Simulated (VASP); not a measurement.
# Hf5S3 (P-6m2) in VASP: further runs, part 3 of 3

VASP 6.6.1. The steps go on from the part before.

### Step 6. Single point, PBE (20.04 Å³/atom)

This run uses another cell than the first one, of 20.04 Å³/atom.

INCAR

```
SYSTEM = Hf5S3
PREC     = Accurate       ! precision mode
ENCUT    = 520            ! plane-wave cutoff, eV
EDIFF    = 1E-7           ! SCF threshold, eV
ISMEAR   = 0              ! smearing method
SIGMA    = 0.1            ! smearing width, eV
LREAL    = .False.        ! projectors in reciprocal space
LASPH    = .True.         ! aspherical terms in the spheres
NELM     = 100            ! most SCF steps
ALGO     = Normal         ! electronic algorithm
ISIF     = 2              ! what is computed and relaxed
LWAVE    = .False.        ! write WAVECAR
LCHARG   = .False.        ! write CHGCAR
GGA      = PE             ! functional
NBANDS   = 44             ! bands
```

KPOINTS

```
regular mesh
0
Gamma
  12 12 2
  0 0 0
```

POSCAR

```
Hf5S3
1.0
    3.4308970511      0.0000000000      0.0000000000
   -1.7154485256      2.9712440040      0.0000000000
    0.0000000000      0.0000000000     15.7239141994
Hf S
5 3
Direct
    0.0000000000      0.0000000000      0.2291522576
    0.0000000000      0.0000000000      0.7708477424
    0.0000000000      0.0000000000      0.0000000000
    0.3333333333      0.6666666667      0.3860709818
    0.3333333333      0.6666666667      0.6139290182
    0.3333333333      0.6666666667      0.1115844483
    0.3333333333      0.6666666667      0.8884155517
    0.6666666667      0.3333333333      0.5000000000
```

Potentials or basis: VASP PAW PBE potentials, release 64 (Hf_pv, S).

Run with:

```bash
$ cat potpaw_PBE.64/Hf_pv/POTCAR potpaw_PBE.64/S/POTCAR > POTCAR
$ mpirun -np 1 vasp_std > vasp.out
```

OUTCAR:

```text
SYSTEM = Hf5S3
   PREC = Accurate
   ENCUT = 520
   EDIFF = 1E-7
   ISMEAR = 0
   LREAL = .False.
   LASPH = .True.
   NELM = 100
   ISIF = 2
   GGA = PE

 ion  position               nearest neighbor table
   1  0.000  0.000  0.229-   6 2.71   6 2.71   6 2.71   4 3.16   4 3.16   4 3.16   3 3.60
   2  0.000  0.000  0.771-   7 2.71   7 2.71   7 2.71   5 3.16   5 3.16   5 3.16   3 3.60
   3  0.000  0.000  0.000-   6 2.65   7 2.65   6 2.65   7 2.65   6 2.65   7 2.65   1 3.60   2 3.60

   4  0.333  0.667  0.386-   8 2.67   8 2.67   8 2.67   1 3.16   1 3.16   1 3.16   5 3.58
   5  0.333  0.667  0.614-   8 2.67   8 2.67   8 2.67   2 3.16   2 3.16   2 3.16   4 3.58
   6  0.333  0.667  0.112-   3 2.65   3 2.65   3 2.65   1 2.71   1 2.71   1 2.71
   7  0.333  0.667  0.888-   3 2.65   3 2.65   3 2.65   2 2.71   2 2.71   2 2.71
   8  0.667  0.333  0.500-   4 2.67   5 2.67   4 2.67   5 2.67   4 2.67   5 2.67

  LATTYP: Found a hexagonal cell.
 ALAT       =     3.4308970511
 C/A-ratio  =     4.5830329401

  Lattice vectors:

 A1 = (   3.4308970511,   0.0000000000,   0.0000000000)
 A2 = (  -1.7154485256,   2.9712440040,   0.0000000000)
 A3 = (   0.0000000000,   0.0000000000,  15.7239141994)

Analysis of symmetry for initial positions (statically):
=====================================================================
 Subroutine PRICEL returns:
 Original cell was already a primitive cell.

 Routine SETGRP: Setting up the symmetry group for a
 hexagonal supercell.

 Subroutine GETGRP returns: Found 12 space group operations
 (whereof 12 operations were pure point group operations)
 out of a pool of 24 trial point group operations.

The static configuration has the point symmetry D_3h.

Analysis of symmetry for dynamics (positions and initial velocities):
=====================================================================
 Subroutine PRICEL returns:
 Original cell was already a primitive cell.

 Routine SETGRP: Setting up the symmetry group for a
 hexagonal supercell.

 Subroutine GETGRP returns: Found 12 space group operations
 (whereof 12 operations were pure point group operations)
 out of a pool of 24 trial point group operations.

The dynamic configuration has the point symmetry D_3h.

 Subroutine INISYM returns: Found 12 space group operations
 (whereof 12 operations are pure point group operations),
 and found     1 'primitive' translations

----------------------------------------------------------------------------------------

                                     Primitive cell

  volume of cell :     160.2901

  direct lattice vectors                    reciprocal lattice vectors
     3.430897051  0.000000000  0.000000000     0.291468961  0.168279683  0.000000000
    -1.715448526  2.971244004  0.000000000     0.000000000  0.336559367  0.000000000
     0.000000000  0.000000000 15.723914199     0.000000000  0.000000000  0.063597396

  length of vectors
     3.430897051  3.430897051 15.723914199     0.336559367  0.336559367  0.063597396

  position of ions in fractional coordinates (direct lattice)
     0.000000000  0.000000000  0.229152258
     0.000000000  0.000000000  0.770847742
     0.000000000  0.000000000  0.000000000
     0.333333333  0.666666667  0.386070982
     0.333333333  0.666666667  0.613929018
[... 42 lines left out ...]
            Coordinates               Weight
  0.000000  0.000000  0.000000      1.000000
  0.083333  0.000000  0.000000      6.000000
  0.166667  0.000000  0.000000      6.000000
  0.250000  0.000000  0.000000      6.000000
  0.333333  0.000000  0.000000      6.000000
  0.416667 -0.000000  0.000000      6.000000
[... 16 lines left out ...]
  0.250000  0.000000  0.500000      6.000000
  0.333333  0.000000  0.500000      6.000000
 [... further k-points ...]
   k-points           NKPTS =     38   k-points in BZ     NKDIM =     38   number of bands    NBANDS=     44
   number of dos      NEDOS =    301   number of ions     NIONS =      8
   total plane-waves  NPLWV =  94080
   dimension x,y,z NGX =    28 NGY =   28 NGZ =  120
   dimension x,y,z NGXF=    56 NGYF=   56 NGZF=  240
   ions per type =               5   3
   NGX,Y,Z   is equivalent  to a cutoff of  13.57, 13.57, 12.69 a.u.
   NGXF,Y,Z  is equivalent  to a cutoff of  27.14, 27.14, 25.37 a.u.
 SYSTEM =  Hf5S3
   PREC   = accura    normal or accurate (medium, high low for compatibility)
   ISTART =      0    job   : 0-new  1-cont  2-samecut
   ICHARG =      2    charge: 1-file 2-atom 10-const
   ISPIN  =      1    spin polarized calculation?
   LNONCOLLINEAR =      F non collinear calculations
   LSORBIT =      F    spin-orbit coupling
   LASPH  =      T    aspherical Exc in radial PAW
   ENCUT  =  520.0 eV  38.22 Ry    6.18 a.u.   6.38  6.38 29.24*2*pi/ulx,y,z
   NELM   =    100;   NELMIN=  2; NELMDL= -5     # of ELM steps
   EDIFF  = 0.1E-06   stopping-criterion for ELM
   LREAL  =      F    real-space projection
   EDIFFG = 0.1E-05   stopping-criterion for IOM
   NSW    =      0    number of steps for IOM
   IBRION =     -1    ionic relax: 0-MD 1-quasi-New 2-CG
   NFREE  =      0    steps in history (QN), initial steepest desc. (CG)
   ISIF   =      2    stress and relaxation
   ISYM   =      2    0-nonsym 1-usesym 2-fastsym
   POTIM  = 0.5000    time-step for ionic-motion
   TEBEG  =    0.0;   TEEND  =   0.0 temperature during run
   PSTRESS=    0.0 pullay stress
   NELECT =      68.0000    total number of electrons
   NUPDOWN=      -1.0000    fix difference up-down
   EMIN   =  10.00;   EMAX   =-10.00  energy-range for DOS
   EFERMI =   0.00;   METHOD = LEGACY
   ISMEAR =     0;   SIGMA  =   0.10  broadening in eV -4-tet -1-fermi 0-gaus
   EFERMI_NEDOS =   21; number of points for ismear=-14 and -15
   IALGO  =     38    algorithm
   IMIX   =      4    mixing-type and parameters
     AMIX     =   0.40;   BMIX     =  1.00
     AMIX_MAG =   1.60;   BMIX_MAG =  1.00
  volume/ion in A,a.u.               =      20.04       135.21
  Fermi-wavevector in a.u.,A,eV,Ry     =   1.230105  2.324562 20.587775  1.513159
  Thomas-Fermi vector in A             =   2.364967
   LORBIT       =      0    0 simple, 1 ext, 2 COOP (PROOUT), +10 PAW based schemes
   GGA     = PE    functional components
   LHFCALC =     F    Hartree Fock is set to
   AEXX    =    0.0000 exact exchange contribution
   IVDW    =     0    specifies the selected vdW correction
   LEPSILON=     F    determine dielectric tensor
   LRPA    =     F    only Hartree local field effects (RPA)
 non-spin polarized calculation
 Gauss-broadening in eV      SIGMA  =   0.10
  energy-cutoff  :      520.00
  volume of cell :      160.29
 maximum number of plane-waves:      4350
 NGX is ok and might be reduce to    28
   NGX = 13   NGY = 13   NGZ = 59

 number of electron      68.0000005 magnetization

 Free energy of the ion-electron system (eV)
  ---------------------------------------------------
  ext. energy  EPLUGINS =         0.00000000
  ---------------------------------------------------
  free energy    TOTEN  =       -70.67975997 eV

  energy without entropy =      -70.65291581  energy(sigma->0) =      -70.66633789

 E-fermi :   6.1905     XC(G=0): -11.1201

 val. band max:        6.1897901110   @ k =   0.3333   0.3333   0.5000
 cond. band min:       6.1936117386   @ k =   0.3333   0.3333   0.0000
 fundamental gap:      0.0038216276
 Fermi energy:         6.1905103442

 k-point     1 :       0.0000    0.0000    0.0000
  band No.  band energies     occupation
      1     -25.3140      2.00000
      2     -25.2288      2.00000
      3     -25.1590      2.00000
      4     -24.9364      2.00000
      5     -24.9364      2.00000
      6     -24.8664      2.00000
[... 1117 lines left out ...]
     43       8.6634      0.00000
     44       9.0099      0.00000

 [... further k-points ...]
[... 5 lines left out ...]
  --------------------------------------------------------------------------------------
  -------------------------------------------------------------------------------------
  Total       -7.3777439     -7.3777439     -7.5022386      0.0000000      0.0000000     -0.0000000
  in kB      -73.7441353    -73.7441353    -74.9885204      0.0000000      0.0000000     -0.0000000
  external PRESSURE =     -74.1589303 kB  Pullay stress =       0.0000000 kB

 VOLUME and BASIS-vectors are now :
 -----------------------------------------------------------------------------
  energy-cutoff  :      520.00
  volume of cell :      160.29
      direct lattice vectors                 reciprocal lattice vectors
     3.430897051  0.000000000  0.000000000     0.291468961  0.168279683  0.000000000
    -1.715448526  2.971244004  0.000000000     0.000000000  0.336559367  0.000000000
     0.000000000  0.000000000 15.723914199     0.000000000  0.000000000  0.063597396

 POSITION                                       TOTAL-FORCE (eV/Angst)
 -----------------------------------------------------------------------------------
      0.00000      0.00000      3.60317        -0.000000      0.000000     -0.021763
      0.00000      0.00000     12.12074        -0.000000      0.000000      0.021763
      0.00000      0.00000      0.00000        -0.000000      0.000000     -0.000000
     -0.00000      1.98083      6.07055        -0.000000     -0.000000      0.019318
     -0.00000      1.98083      9.65337        -0.000000     -0.000000     -0.019318
     -0.00000      1.98083      1.75454         0.000000      0.000000      0.001819
     -0.00000      1.98083     13.96937         0.000000      0.000000     -0.001819
      1.71545      0.99041      7.86196        -0.000000      0.000000     -0.000000
 -----------------------------------------------------------------------------------
    total drift:                                0.000000     -0.000000     -0.000000

  FREE ENERGIE OF THE ION-ELECTRON SYSTEM (eV)
  ---------------------------------------------------
  free  energy   TOTEN  =       -70.6797599700 eV

  energy  without entropy=      -70.6529158132  energy(sigma->0) =      -70.66633789
```

Wall time 4.6 min (1 thread of Intel Xeon Platinum 8488C (Sapphire Rapids), shared host); peak memory 0.42 GiB.

What came out:

```yaml
Free_energy: -70.6798 eV
Pressure: -7.4 GPa
Largest_force: 0.022 eV/Å
Band_gap_on_the_k_mesh: zero (bands 34 and 35 overlap by 0.67 eV)
```

Forces on the atoms (eV/Å):
```
Hf   0.000  0.000 -0.022
Hf   0.000  0.000  0.022
Hf   0.000  0.000  0.000
Hf   0.000  0.000  0.019
Hf   0.000  0.000 -0.019
S    0.000  0.000  0.002
S    0.000  0.000 -0.002
S    0.000  0.000  0.000
```

Caveat: the cell stands under tension; spin-orbit coupling is left out, which moves the levels of the heavy elements.

### Step 7. Summary

```tsv
task	cell	k mesh	cutoff (eV)	smearing	gap on the mesh (eV)	pressure (GPa)	relaxed volume (Å³/atom)	largest force (eV/Å)
relaxation of cell and atoms	relaxed from a = 3.355, b = 3.355, c = 15.511 Å, angles 90.0, 90.0, 120.0°, 8 atoms, atomic positions A	12 × 12 × 2	600	gaussian 0.1 eV	none	0.0	18.82	0.01
single point	a = 3.360, b = 3.360, c = 15.482 Å, angles 90.0, 90.0, 120.0°, 8 atoms, atomic positions B	5 × 5 × 1	520	gaussian 0.2 eV	none	-0.6	-	0.04
relaxation of cell and atoms	relaxed from a = 3.420, b = 3.420, c = 15.800 Å, angles 90.0, 90.0, 120.0°, 8 atoms, atomic positions C	5 × 5 × 1	600	gaussian 0.2 eV	none	0.1	18.81	0.07
single point	a = 3.355, b = 3.355, c = 15.511 Å, angles 90.0, 90.0, 120.0°, 8 atoms, atomic positions A	12 × 12 × 2	520	gaussian 0.1 eV	none	-0.6	-	0.02
single point	a = 3.431, b = 3.431, c = 15.724 Å, angles 90.0, 90.0, 120.0°, 8 atoms, atomic positions D	12 × 12 × 2	520	gaussian 0.1 eV	none	-7.4	-	0.02
```

Alike in all rows: level PBE; potentials or basis VASP PAW PBE potentials, release 64 (Hf_pv, S); no spin polarisation.

Caveats: some runs use coarse meshes; spin-orbit coupling is left out, which moves the levels of the heavy elements; the relaxation stopped at a loose force limit of 0.08 eV/Å, so its end isn't a converged minimum (at least some runs); the cell stands under tension (at least some runs).

Absolute energies hang on the potentials; compare differences alone.

The gap in the log of VASP goes by the Fermi energy; the results here count the filled bands.